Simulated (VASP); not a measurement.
# Ba (P4/mmm) in VASP: further runs

Runs on Ba. Level: LDA. Tasks: single point.

Everything below comes from runs of VASP 6.6.1. Logs are shortened: lines on timing, memory, paths and dates and some standing lists are left out, and cuts for length are marked.

### Step 1. The cell of the first run

It takes space group P4/mmm (No. 123, tetragonal). The conventional cell has a = 3.598 Å, b = 3.598 Å, c = 3.821 Å, α = 90.00°, β = 90.00°, γ = 90.00°. Within 4.7 Å of Ba (site symmetry 4/mmm) lie 6 Ba at 3.60 to 3.82 Å.

### Step 2. Single point, LDA (strain -0.030 along x and y, +0.030 along z)

File INCAR:

```
SYSTEM = Ba
ALGO     = Fast           ! electronic algorithm
EDIFF    = 1E-7           ! SCF threshold, eV
ENCUT    = 520            ! plane-wave cutoff, eV
GGA      = CA             ! functional
ISIF     = 2              ! what is computed and relaxed
ISMEAR   = 0              ! smearing method
LASPH    = .TRUE.         ! aspherical terms in the spheres
LCHARG   = .TRUE.         ! write CHGCAR
LELF     = .TRUE.         ! ELF
LREAL    = .FALSE.        ! projectors in reciprocal space
LVHAR    = .TRUE.       
LWAVE    = .FALSE.        ! write WAVECAR
NBANDS   = 11             ! bands
NELM     = 60             ! most SCF steps
PREC     = Accurate       ! precision mode
SIGMA    = 0.15           ! smearing width, eV
```

File KPOINTS:

```
k-points
0
G
  16 16 16
  0 0 0
```

File POSCAR:

```
Ba
1.0
    3.5984618652      0.0000000000      0.0000000000
    0.0000000000      3.5984618652      0.0000000000
    0.0000000000      0.0000000000      3.8210471352
Ba
1
Direct
    0.0000000000      0.0000000000      0.0000000000
```

Potentials or basis: VASP PAW LDA potentials, release 64 (Ba_sv).

Command:

```sh
> cat potpaw_LDA.64/Ba_sv/POTCAR > POTCAR
> mpirun -np 1 vasp_std > vasp.out
```

OUTCAR:

```text
SYSTEM = Ba
   EDIFF = 1E-7
   ENCUT = 520
   GGA = CA
   ISIF = 2
   ISMEAR = 0
   LASPH = .TRUE.
   LREAL = .FALSE.
   NELM = 60
   PREC = Accurate

 ion  position               nearest neighbor table
   1  0.000  0.000  0.000-

  LATTYP: Found a simple tetragonal cell.
 ALAT       =     3.5984618652
 C/A-ratio  =     1.0618556701

  Lattice vectors:

 A1 = (   3.5984618652,   0.0000000000,   0.0000000000)
 A2 = (   0.0000000000,   3.5984618652,   0.0000000000)
 A3 = (   0.0000000000,   0.0000000000,   3.8210471352)

Analysis of symmetry for initial positions (statically):
=====================================================================
 Subroutine PRICEL returns:
 Original cell was already a primitive cell.

 Routine SETGRP: Setting up the symmetry group for a
 simple tetragonal supercell.

 Subroutine GETGRP returns: Found 16 space group operations
 (whereof 16 operations were pure point group operations)
 out of a pool of 16 trial point group operations.

The static configuration has the point symmetry D_4h.

Analysis of symmetry for dynamics (positions and initial velocities):
=====================================================================
 Subroutine PRICEL returns:
 Original cell was already a primitive cell.

 Routine SETGRP: Setting up the symmetry group for a
 simple tetragonal supercell.

 Subroutine GETGRP returns: Found 16 space group operations
 (whereof 16 operations were pure point group operations)
 out of a pool of 16 trial point group operations.

The dynamic configuration has the point symmetry D_4h.

 Subroutine INISYM returns: Found 16 space group operations
 (whereof 16 operations are pure point group operations),
 and found     1 'primitive' translations

----------------------------------------------------------------------------------------

                                     Primitive cell

  volume of cell :      49.4785

  direct lattice vectors                    reciprocal lattice vectors
     3.598461865  0.000000000  0.000000000     0.277896512  0.000000000  0.000000000
     0.000000000  3.598461865  0.000000000     0.000000000  0.277896512  0.000000000
     0.000000000  0.000000000  3.821047135     0.000000000  0.000000000  0.261708365

  length of vectors
     3.598461865  3.598461865  3.821047135     0.277896512  0.277896512  0.261708365

  position of ions in fractional coordinates (direct lattice)
     0.000000000  0.000000000  0.000000000

  ion indices of the primitive-cell ions
   primitive index   ion index
                 1           1

----------------------------------------------------------------------------------------

 KPOINTS: k-points

Automatic generation of k-mesh.
 Grid dimensions read from file:
 generate k-points for:   16   16   16

 Generating k-lattice:

  Cartesian coordinates                     Fractional coordinates (reciprocal lattice)
     0.017368532  0.000000000  0.000000000     0.062500000  0.000000000  0.000000000
     0.000000000  0.017368532  0.000000000     0.000000000  0.062500000  0.000000000
     0.000000000  0.000000000  0.016356773     0.000000000  0.000000000  0.062500000

  Length of vectors
     0.017368532  0.017368532  0.016356773

  Shift w.r.t. Gamma in fractional coordinates (k-lattice)
     0.000000000  0.000000000  0.000000000

 Subroutine IBZKPT returns following result:
 ===========================================

 Found    405 irreducible k-points:

 Following reciprocal coordinates:
            Coordinates               Weight
  0.000000  0.000000  0.000000      1.000000
  0.062500  0.000000  0.000000      4.000000
  0.125000  0.000000  0.000000      4.000000
  0.187500  0.000000  0.000000      4.000000
  0.250000  0.000000  0.000000      4.000000
  0.312500  0.000000  0.000000      4.000000
[... 16 lines left out ...]
  0.437500  0.125000  0.000000      8.000000
  0.500000  0.125000  0.000000      4.000000
 [... further k-points ...]
   k-points           NKPTS =    405   k-points in BZ     NKDIM =    405   number of bands    NBANDS=     11
   number of dos      NEDOS =    301   number of ions     NIONS =      1
   total plane-waves  NPLWV =  21952
   dimension x,y,z NGX =    28 NGY =   28 NGZ =   28
   dimension x,y,z NGXF=    56 NGYF=   56 NGZF=   56
   ions per type =               1
   NGX,Y,Z   is equivalent  to a cutoff of  12.94, 12.94, 12.18 a.u.
   NGXF,Y,Z  is equivalent  to a cutoff of  25.87, 25.87, 24.36 a.u.
 SYSTEM =  Ba
   PREC   = accura    normal or accurate (medium, high low for compatibility)
   ISTART =      0    job   : 0-new  1-cont  2-samecut
   ICHARG =      2    charge: 1-file 2-atom 10-const
   ISPIN  =      1    spin polarized calculation?
   LNONCOLLINEAR =      F non collinear calculations
   LSORBIT =      F    spin-orbit coupling
   LASPH  =      T    aspherical Exc in radial PAW
   ENCUT  =  520.0 eV  38.22 Ry    6.18 a.u.   6.69  6.69  7.10*2*pi/ulx,y,z
   NELM   =     60;   NELMIN=  2; NELMDL= -5     # of ELM steps
   EDIFF  = 0.1E-06   stopping-criterion for ELM
   LREAL  =      F    real-space projection
   EDIFFG = 0.1E-05   stopping-criterion for IOM
   NSW    =      0    number of steps for IOM
   IBRION =     -1    ionic relax: 0-MD 1-quasi-New 2-CG
   NFREE  =      0    steps in history (QN), initial steepest desc. (CG)
   ISIF   =      2    stress and relaxation
   ISYM   =      2    0-nonsym 1-usesym 2-fastsym
   POTIM  = 0.5000    time-step for ionic-motion
   TEBEG  =    0.0;   TEEND  =   0.0 temperature during run
   PSTRESS=    0.0 pullay stress
   NELECT =      10.0000    total number of electrons
   NUPDOWN=      -1.0000    fix difference up-down
   EMIN   =  10.00;   EMAX   =-10.00  energy-range for DOS
   EFERMI =   0.00;   METHOD = LEGACY
   ISMEAR =     0;   SIGMA  =   0.15  broadening in eV -4-tet -1-fermi 0-gaus
   EFERMI_NEDOS =   21; number of points for ismear=-14 and -15
   IALGO  =     68    algorithm
   IMIX   =      4    mixing-type and parameters
     AMIX     =   0.40;   BMIX     =  1.00
     AMIX_MAG =   1.60;   BMIX_MAG =  1.00
  volume/ion in A,a.u.               =      49.48       333.90
  Fermi-wavevector in a.u.,A,eV,Ry     =   0.960733  1.815522 12.558288  0.923008
  Thomas-Fermi vector in A             =   2.090043
   LORBIT       =      0    0 simple, 1 ext, 2 COOP (PROOUT), +10 PAW based schemes
   GGA     = CA    functional components
   LHFCALC =     F    Hartree Fock is set to
   AEXX    =    0.0000 exact exchange contribution
   IVDW    =     0    specifies the selected vdW correction
   LEPSILON=     F    determine dielectric tensor
   LRPA    =     F    only Hartree local field effects (RPA)
 non-spin polarized calculation
 RMM-DIIS sequential band-by-band and
 Gauss-broadening in eV      SIGMA  =   0.15
  energy-cutoff  :      520.00
  volume of cell :       49.48
 maximum number of plane-waves:      1368
 NGX is ok and might be reduce to    28
   NGX = 13   NGY = 13   NGZ = 15

 number of electron      10.0000001 magnetization

 Free energy of the ion-electron system (eV)
  ---------------------------------------------------
  ext. energy  EPLUGINS =         0.00000000
  ---------------------------------------------------
  free energy    TOTEN  =        -1.94701878 eV

  energy without entropy =       -1.93579772  energy(sigma->0) =       -1.94140825

 E-fermi :   2.1974     XC(G=0):  -8.4215

 val. band max:        2.1948022726   @ k =   0.4375   0.1875   0.1875
 cond. band min:       2.2097946038   @ k =   0.5000   0.0625   0.1250
 fundamental gap:      0.0149923312
 Fermi energy:         2.1973542162

 k-point     1 :       0.0000    0.0000    0.0000
  band No.  band energies     occupation
      1     -26.6633      2.00000
      2     -11.3761      2.00000
      3     -11.1284      2.00000
      4     -11.1284      2.00000
      5      -0.3483      2.00000
      6       1.9880      1.95165
      7       2.0086      1.92481
      8       8.1166      0.00000
      9       8.1166      0.00000
     10       8.6189      0.00000
     11      10.5053      0.00000

 k-point     2 :       0.0625    0.0000    0.0000
  band No.  band energies     occupation
      1     -26.6571      2.00000
      2     -11.3700      2.00000
      3     -11.1966      2.00000
      4     -11.1228      2.00000
      5      -0.2676      2.00000
      6       2.0266      1.89254
      7       2.1052      1.61509
      8       7.8130      0.00000
      9       8.1317      0.00000
     10       8.3643      0.00000
     11      10.8248      0.00000

 k-point     3 :       0.1250    0.0000    0.0000
  band No.  band energies     occupation
      1     -26.6394      2.00000
      2     -11.3846      2.00000
      3     -11.3527      2.00000
      4     -11.1066      2.00000
      5      -0.0487      2.00000
      6       2.1008      1.63713
      7       2.4284      0.02936
      8       7.1820      0.00000
      9       7.7974      0.00000
     10       8.1752      0.00000
     11      10.3719      0.00000

 k-point     4 :       0.1875    0.0000    0.0000
  band No.  band energies     occupation
      1     -26.6126      2.00000
      2     -11.6508      2.00000
      3     -11.3265      2.00000
      4     -11.0822      2.00000
      5       0.2587      2.00000
      6       2.2162      0.85888
      7       2.9275      0.00000
      8       6.5063      0.00000
      9       7.1621      0.00000
     10       8.2419      0.00000
     11       9.6131      0.00000
[... 239 lines left out ...]
 k-point    22 :       0.3750    0.1250    0.0000
  band No.  band energies     occupation
      1     -26.4972      2.00000
      2     -12.4118      2.00000
      3     -11.2387      2.00000
      4     -11.2145      2.00000
      5       1.6360      2.00000
      6       3.0016      0.00000
      7       3.5896      0.00000
      8       5.0988      0.00000
      9       5.7581      0.00000
     10       7.7316      0.00000
     11       9.6172      0.00000

 k-point    23 :       0.4375    0.1250    0.0000
  band No.  band energies     occupation
      1     -26.4786      2.00000
      2     -12.5543      2.00000
      3     -11.2198      2.00000
      4     -11.1964      2.00000
      5       1.9749      1.96404
      6       3.0801      0.00000
      7       3.3183      0.00000
      8       4.8706      0.00000
      9       5.7404      0.00000
     10       7.7952      0.00000
     11      10.3075      0.00000

 k-point    24 :       0.5000    0.1250    0.0000
  band No.  band energies     occupation
      1     -26.4720      2.00000
      2     -12.6034      2.00000
      3     -11.2131      2.00000
      4     -11.1900      2.00000
      5       2.1434      1.38934
      6       3.0420      0.00000
      7       3.2336      0.00000
      8       4.7936      0.00000
      9       5.7131      0.00000
     10       7.8182      0.00000
     11      10.5295      0.00000

 [... further k-points ...]
[... 5 lines left out ...]
  --------------------------------------------------------------------------------------
  -------------------------------------------------------------------------------------
  Total        0.4302999      0.4302999     -0.2857131      0.0000000     -0.0000000      0.0000000
  in kB       13.9336741     13.9336741     -9.2517636      0.0000000     -0.0000000      0.0000000
  external PRESSURE =       6.2051949 kB  Pullay stress =       0.0000000 kB

 VOLUME and BASIS-vectors are now :
 -----------------------------------------------------------------------------
  energy-cutoff  :      520.00
  volume of cell :       49.48
      direct lattice vectors                 reciprocal lattice vectors
     3.598461865  0.000000000  0.000000000     0.277896512  0.000000000  0.000000000
     0.000000000  3.598461865  0.000000000     0.000000000  0.277896512  0.000000000
     0.000000000  0.000000000  3.821047135     0.000000000  0.000000000  0.261708365

 POSITION                                       TOTAL-FORCE (eV/Angst)
 -----------------------------------------------------------------------------------
      0.00000      0.00000      0.00000         0.000000      0.000000      0.000000
 -----------------------------------------------------------------------------------
    total drift:                               -0.000000      0.000000     -0.000000

  FREE ENERGIE OF THE ION-ELECTRON SYSTEM (eV)
  ---------------------------------------------------
  free  energy   TOTEN  =        -1.9470187761 eV

  energy  without entropy=       -1.9357977232  energy(sigma->0) =       -1.94140825
```

It took 5 min on 1 thread of Oxide Virtual Turin-like, shared host; peak memory 0.29 GiB.

What came out:

* Free energy: -1.9470 eV
* Pressure: 0.6 GPa
* Band gap on the k mesh: zero (bands 5 and 6 overlap by 0.58 eV)

Caveat: the cell differs from its parent crystal (strain -0.030 along x and y, +0.030 along z); spin-orbit coupling is left out, which moves the levels of the heavy elements.

### Step 3. Single point, LDA (strain -0.015 along x and y, +0.000 along z)

File INCAR:

```
PREC = Accurate
ENCUT = 520
EDIFF = 1E-6
ISMEAR = 0
SIGMA = 0.15
LREAL = F
LASPH = T
NELM = 100
ALGO = Fast
ISIF = 2
LWAVE = F
LCHARG = F
NBANDS = 11
```

File KPOINTS:

```
regular mesh
0
Gamma
  16 16 16
```

File POSCAR:

```
Ba
1.0
    3.6541081827      0.0000000000      0.0000000000
    0.0000000000      3.6541081827      0.0000000000
    0.0000000000      0.0000000000      3.7097545002
Ba
1
Direct
    0.0000000000      0.0000000000      0.0000000000
```

Potentials or basis: VASP PAW LDA potentials, release 64 (Ba_sv).

Command:

```sh
> cat potpaw_LDA.64/Ba_sv/POTCAR > POTCAR
> mpirun -np 1 vasp_std > vasp.out
```

OUTCAR:

```text
PREC = Accurate
   ENCUT = 520
   EDIFF = 1E-6
   ISMEAR = 0
   LREAL = F
   LASPH = T
   NELM = 100
   ISIF = 2

 ion  position               nearest neighbor table
   1  0.000  0.000  0.000-

  LATTYP: Found a simple tetragonal cell.
 ALAT       =     3.6541081827
 C/A-ratio  =     1.0152284264

  Lattice vectors:

 A1 = (   3.6541081827,   0.0000000000,   0.0000000000)
 A2 = (   0.0000000000,   3.6541081827,   0.0000000000)
 A3 = (   0.0000000000,   0.0000000000,   3.7097545002)

Analysis of symmetry for initial positions (statically):
=====================================================================
 Subroutine PRICEL returns:
 Original cell was already a primitive cell.

 Routine SETGRP: Setting up the symmetry group for a
 simple tetragonal supercell.

 Subroutine GETGRP returns: Found 16 space group operations
 (whereof 16 operations were pure point group operations)
 out of a pool of 16 trial point group operations.

The static configuration has the point symmetry D_4h.

Analysis of symmetry for dynamics (positions and initial velocities):
=====================================================================
 Subroutine PRICEL returns:
 Original cell was already a primitive cell.

 Routine SETGRP: Setting up the symmetry group for a
 simple tetragonal supercell.

 Subroutine GETGRP returns: Found 16 space group operations
 (whereof 16 operations were pure point group operations)
 out of a pool of 16 trial point group operations.

The dynamic configuration has the point symmetry D_4h.

 Subroutine INISYM returns: Found 16 space group operations
 (whereof 16 operations are pure point group operations),
 and found     1 'primitive' translations

----------------------------------------------------------------------------------------

                                     Primitive cell

  volume of cell :      49.5345
[... 107 lines left out ...]
     AMIX_MAG =   1.60;   BMIX_MAG =  1.00
  volume/ion in A,a.u.               =      49.53       334.28
  Fermi-wavevector in a.u.,A,eV,Ry     =   0.960371  1.814837 12.548811  0.922312
  Thomas-Fermi vector in A             =   2.089649
   LORBIT       =      0    0 simple, 1 ext, 2 COOP (PROOUT), +10 PAW based schemes
   GGA     = CA    functional components
   LHFCALC =     F    Hartree Fock is set to
   AEXX    =    0.0000 exact exchange contribution
   IVDW    =     0    specifies the selected vdW correction
   LEPSILON=     F    determine dielectric tensor
   LRPA    =     F    only Hartree local field effects (RPA)
 non-spin polarized calculation
 RMM-DIIS sequential band-by-band and
 Gauss-broadening in eV      SIGMA  =   0.15
  energy-cutoff  :      520.00
  volume of cell :       49.53
 maximum number of plane-waves:      1360
 NGX is ok and might be reduce to    28
   NGX = 13   NGY = 13   NGZ = 13

 number of electron      10.0000000 magnetization

 Free energy of the ion-electron system (eV)
  ---------------------------------------------------
  ext. energy  EPLUGINS =         0.00000000
  ---------------------------------------------------
  free energy    TOTEN  =        -1.96052600 eV

  energy without entropy =       -1.94955504  energy(sigma->0) =       -1.95504052

 E-fermi :   2.1951     XC(G=0):  -8.4211

 val. band max:        2.1913084635   @ k =   0.4375   0.1250   0.1250
 cond. band min:       2.2013788282   @ k =   0.4375   0.1875   0.1875
 fundamental gap:      0.0100703647
 Fermi energy:         2.1950901107

 k-point     1 :       0.0000    0.0000    0.0000
  band No.  band energies     occupation
      1     -26.6559      2.00000
      2     -11.2626      2.00000
      3     -11.1975      2.00000
      4     -11.1975      2.00000
      5      -0.3590      2.00000
      6       2.0049      1.92700
      7       2.0096      1.91966
      8       8.2102      0.00000
      9       8.2102      0.00000
     10       8.3425      0.00000
     11      10.9913      0.00000
[... 309 lines left out ...]
 k-point    24 :       0.5000    0.1250    0.0000
  band No.  band energies     occupation
      1     -26.4924      2.00000
      2     -12.5227      2.00000
      3     -11.2736      2.00000
      4     -11.1061      2.00000
      5       2.0397      1.85721
      6       2.9885      0.00000
      7       3.1234      0.00000
      8       5.1958      0.00000
      9       5.6375      0.00000
     10       7.9518      0.00000
     11      10.5604      0.00000

 [... further k-points ...]
[... 5 lines left out ...]
  --------------------------------------------------------------------------------------
  -------------------------------------------------------------------------------------
  Total        0.2397266      0.2397266      0.0620671      0.0000000      0.0000000      0.0000000
  in kB        7.7538772      7.7538772      2.0075382      0.0000000      0.0000000      0.0000000
  external PRESSURE =       5.8384308 kB  Pullay stress =       0.0000000 kB

 VOLUME and BASIS-vectors are now :
 -----------------------------------------------------------------------------
  energy-cutoff  :      520.00
  volume of cell :       49.53
      direct lattice vectors                 reciprocal lattice vectors
     3.654108183  0.000000000  0.000000000     0.273664585  0.000000000  0.000000000
     0.000000000  3.654108183  0.000000000     0.000000000  0.273664585  0.000000000
     0.000000000  0.000000000  3.709754500     0.000000000  0.000000000  0.269559616

 POSITION                                       TOTAL-FORCE (eV/Angst)
 -----------------------------------------------------------------------------------
      0.00000      0.00000      0.00000         0.000000      0.000000      0.000000
 -----------------------------------------------------------------------------------
    total drift:                                0.000000      0.000000     -0.000000

  FREE ENERGIE OF THE ION-ELECTRON SYSTEM (eV)
  ---------------------------------------------------
  free  energy   TOTEN  =        -1.9605259993 eV

  energy  without entropy=       -1.9495550395  energy(sigma->0) =       -1.95504052
```

Wall time 4.4 min (1 thread of Oxide Virtual Turin-like, shared host); peak memory 0.28 GiB.

What came out:

```
Free energy            : -1.9605 eV
Pressure               : 0.6 GPa
Band gap on the k mesh : zero (bands 5 and 6 overlap by 0.52 eV)
```

Caveat: the cell differs from its parent crystal (strain -0.015 along x and y, +0.000 along z); spin-orbit coupling is left out, which moves the levels of the heavy elements.
